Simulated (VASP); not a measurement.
Input of a VASP 6.6.1 run:

INCAR

```
SYSTEM = Be2CdS
ALGO = Normal
EDIFF = 1E-6
EDIFFG = -0.01
ENCUT = 600
GGA = PE
IBRION = 2
ISIF = 3
ISMEAR = 0
LASPH = .True.
LCHARG = .False.
LREAL = .False.
LWAVE = .False.
NELM = 60
NSW = 100
PREC = Accurate
SIGMA = 0.1
```

The input KPOINTS:

```
k-points
0
Gamma
  14 14 8
  0 0 0
```

File POSCAR:

```
Be2CdS
1.0
    3.2053975035      0.0000000000      0.0000000000
    0.0000000000      3.2053975035      0.0000000000
    0.0000000000      0.0000000000      6.7455510436
Be Cd S
2 1 1
Direct
    0.5000000000      0.0000000000      0.6854054934
    0.0000000000      0.5000000000      0.3145945066
    0.0000000000      0.0000000000      0.0000000000
    0.5000000000      0.5000000000      0.5000000000
```

Potentials or basis: VASP PAW PBE potentials, release 64 (Be, Cd, S).

The run is started by

```sh
$ cat potpaw_PBE.64/Be/POTCAR potpaw_PBE.64/Cd/POTCAR potpaw_PBE.64/S/POTCAR > POTCAR
$ mpirun -np 1 vasp_std > vasp.out
```

**Question.** Estimate the relaxed volume.

**Answer.** 17.39 Å³/atom.

**Question.** Estimate the space group after relaxing (to 0.1 Å).

**Answer.** P-4m2 (No. 115).

**Question.** Estimate the relaxed cell.

**Answer.** a = 3.217 Å, b = 3.217 Å, c = 6.722 Å, α = 90.00°, β = 90.00°, γ = 90.00°.

**Question.** Predict the band gap on the k mesh.

**Answer.** Zero (bands 11 and 12 overlap by 1.86 eV).

Step by step:
| step | energy change (eV) | largest force (eV/Å) | pressure (GPa) | volume (Å³) |
| --- | --- | --- | --- | --- |
| 1 | 0.0000 | 0.0298 | 0.18 | 69.31 |
| 2 | -0.0006 | 0.0065 | 0.02 | 69.50 |
| 3 | -0.0007 | 0.0177 | -0.16 | 69.70 |
| 4 | -0.0007 | 0.0107 | -0.11 | 69.64 |
| 5 | -0.0008 | 0.0013 | 0.00 | 69.55 |
